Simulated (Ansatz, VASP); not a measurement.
**ScTiN2: VASP beside Ansatz**

File INCAR:

```
SYSTEM = ScTiN2
PREC     = Accurate       ! precision mode
ENCUT    = 600            ! plane-wave cutoff, eV
EDIFF    = 1E-6           ! SCF threshold, eV
ISMEAR   = 0              ! smearing method
SIGMA    = 0.1            ! smearing width, eV
LREAL    = .FALSE.        ! projectors in reciprocal space
LASPH    = .TRUE.         ! aspherical terms in the spheres
NELM     = 150            ! most SCF steps
ALGO     = Normal         ! electronic algorithm
ISIF     = 3              ! what is computed and relaxed
LWAVE    = .FALSE.        ! write WAVECAR
LCHARG   = .FALSE.        ! write CHGCAR
ISPIN    = 2              ! spin polarisation
MAGMOM   = 0 1 0 0        ! initial moments
LORBIT   = 11             ! projections on sites
LMAXMIX  = 4              ! l up to which the mixer works
GGA      = PE             ! functional
IBRION   = 2              ! ionic algorithm
NSW      = 90             ! ionic steps
EDIFFG   = -0.04          ! ionic threshold
```

The input KPOINTS:

```
regular mesh
0
G
  6 6 4
  0 0 0
```

Contents of POSCAR:

```
ScTiN2
1.0
    3.4609044800      0.0000000000      0.0000000000
    0.0000000000      3.4609044800      0.0000000000
    0.0000000000      0.0000000000      4.7232243000
Sc Ti N
1 1 2
Direct
    0.5000000000      0.5000000000      0.5000000000
    0.0000000000      0.0000000000      0.0000000000
    0.0000000000      0.0000000000      0.5000000000
    0.5000000000      0.5000000000      0.0000000000
```

Input for Ansatz:

```yaml
crystal:
  lattice:
    - [3.46090448, 0.0, 0.0]
    - [0.0, 3.46090448, 0.0]
    - [0.0, 0.0, 4.7232243]
  atoms:
    - { symbol: Sc, position: [0.5, 0.5, 0.5] }
    - { symbol: Ti, position: [0.0, 0.0, 0.0], spin: 1.0 }
    - { symbol: "N", position: [0.0, 0.0, 0.5] }
    - { symbol: "N", position: [0.5, 0.5, 0.0] }
basis:
  ecutwfc: 420
kpoints:
  mp_grid: { grid: [6, 6, 4] }
hamiltonian:
  xc: pbe
scf:
  occupations: { method: gaussian, width: 0.1 }
  lower_state_search: "off"
output:
  forces: true
  stress: true
  eigenvalues: true
  populations: true
magnetization:
  spin_polarized: true
relax:
  adjacent_minimum: "off"
  f_tol: 0.04
  max_steps: 70
  cell: { stress_tol: 0.4 }
```

Change from the starting cell: species swapped into the LiNdSe2 type (P4/mmm, No. 123).

Alike in both runs: task relaxation of cell and atoms; functional PBE; k mesh 6 × 6 × 4; occupations gaussian, width 0.1 eV; collinear spin.

```csv
,VASP,Ansatz
version,VASP 6.6.1,Ansatz 0.2.0
potentials or method,"VASP PAW PBE potentials, release 64 (Sc_sv, Ti_sv, N), cutoff 600 eV","scalar-relativistic, plane waves, PAW"
valence electrons in the cell,33,33
```

|  | VASP | Ansatz | Ansatz less VASP |
| --- | --- | --- | --- |
| gap on the k mesh at the Fermi level, each at its own relaxed structure (eV) | none | none | - |
| net moment per atom (μB) | 0.00 | 0.00 | 0.000 |
| relaxed volume (Å³/atom) | 10.47 | 10.43 | -0.036 |
| relaxed cell length with the largest relative difference (Å) | 3.089 | 3.085 | -0.0043 |

A gap of «none» marks a metal or a gap that the smearing closes. Ansatz's warnings: seeded moment not kept.

Noted on VASP's run: the volume moved by over 15 % at a fixed basis, so the end points are rough.
